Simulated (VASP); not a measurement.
Write the native input for VASP 6.6.1 that does the following.

```yaml
Task: single point
Functional: LDA
Potentials_or_basis: VASP PAW LDA potentials, release 64 (P, W_sv)
Cutoff: 500 eV
k_mesh: 12 × 12 × 8
Occupations: gaussian, width 0.1 eV
Spin: no spin polarisation
Dipole_correction: no
Further_INCAR_settings: ALGO = Normal; EDIFF = 1e-06; NBANDS = 33
```

The structure of P2W lies in POSCAR:

```
P2W
1.0
    1.5665364415     -5.5388854202      0.0000000000
    1.5665364415      5.5388854202      0.0000000000
    0.0000000000      0.0000000000      4.9323396414
P W
4 2
Direct
    0.5700082141      0.4299917859      0.1174482952
    0.4299917859      0.5700082141      0.6174482952
    0.7028682058      0.2971317942      0.7994875781
    0.2971317942      0.7028682058      0.2994875781
    0.9068173853      0.0931826147      0.0000641267
    0.0931826147      0.9068173853      0.5000641267
```

One way to write it, as run:

INCAR

```
  PREC = Accurate
  ENCUT = 500
  EDIFF = 1E-6
  ISMEAR = 0
  SIGMA = 0.1
  LREAL = F
  LASPH = T
  NELM = 120
  ALGO = Normal
  ISIF = 2
  LWAVE = F
  LCHARG = T
  GGA = CA
  LELF = T
  LVHAR = T
  NBANDS = 33
  GGA_COMPAT = F
```

KPOINTS

```
Automatic mesh
0
Gamma
  12 12 8
```

Potentials or basis: VASP PAW LDA potentials, release 64 (P, W_sv).

Command:

```bash
$ cat potpaw_LDA.64/P/POTCAR potpaw_LDA.64/W_sv/POTCAR > POTCAR
$ mpirun -np 1 vasp_std > vasp.out
```

It gave:

```json
{
 "Pressure": "0.5 GPa",
 "Largest force": "0.065 eV/Å",
 "Band gap on the k mesh": "zero (bands 24 and 25 overlap by 0.53 eV)"
}
```

Caveat: spin-orbit coupling is left out, which moves the levels of the heavy elements.

Run time: 12 min on 1 thread of Oxide Virtual Turin-like Processor, on a shared host, peak memory 0.49 GiB.
